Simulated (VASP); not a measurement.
Ga: electric field gradients with PBE

Crystal: Ga.

```
Ga
1.0
     1.38300   -4.02650    0.00000
     1.38300    4.02650    0.00000
    -0.11745    0.00000    3.32993
Ga
2
Direct
  0.86900 0.13100 0.25000
  0.13100 0.86900 0.75000
```

- Program: VASP 6.6.1
- Task: electric field gradients
- Functional: PBE
- Potentials or basis: VASP PAW PBE potentials, release 64 (Ga_d)
- Cutoff: 520 eV
- k mesh: 14 × 14 × 11
- Occupations: fermi-dirac, width 0.05 eV
- Spin: no spin polarisation
- Dipole correction: no
- Further INCAR settings: ALGO = Normal; EDIFF = 1e-08; NBANDS = 20

```json
{
  "Pressure": "1.9 GPa",
  "Largest force": "0.189 eV/Å",
  "Band gap on the k mesh": "zero (band 13 reaches 9.65 eV, above the bottom of band 14 at 1.67 eV)"
}
```

Forces in eV/Å, atoms in the order of the input:
```
Ga   0.000  0.189  0.000
Ga   0.000 -0.189  0.000
```

Stress tensor (GPa, compression positive):
```
 1.92  0.00 -0.02
 0.00  2.08  0.00
-0.02  0.00  1.61
```

Levels at points of the mesh, in eV from the Fermi level:
```
           k point  band 10  band 11  band 12  band 13  band 14  band 15  band 16  band 17
(0.00, 0.00, 0.00)   -14.64   -11.24    -2.10    -1.63     1.63     5.43     9.69    10.18
(0.50, 0.00, 0.00)   -14.66    -6.06    -5.03    -1.35     0.00     5.77     6.58     8.44
(0.50, 0.50, 0.00)   -14.70    -9.11    -8.61     3.99     4.57     5.81     6.04     7.55
```

Electric field gradients, principal values (V/Å²):
| atom | least | middle | greatest (by size) |
| --- | --- | --- | --- |
| 1 Ga | -6.790 | -18.147 | 24.937 |
| 2 Ga | -6.790 | -18.147 | 24.937 |

Wall time 6.8 min on 1 thread of AMD EPYC 7R43 64-Core Processor (Zen 3), with other jobs on the host, peak memory 0.41 GiB.

Caveat: without QUAD_EFG the Cq values of the log hold for a quadrupole moment of 1 mb, not for the nuclei.
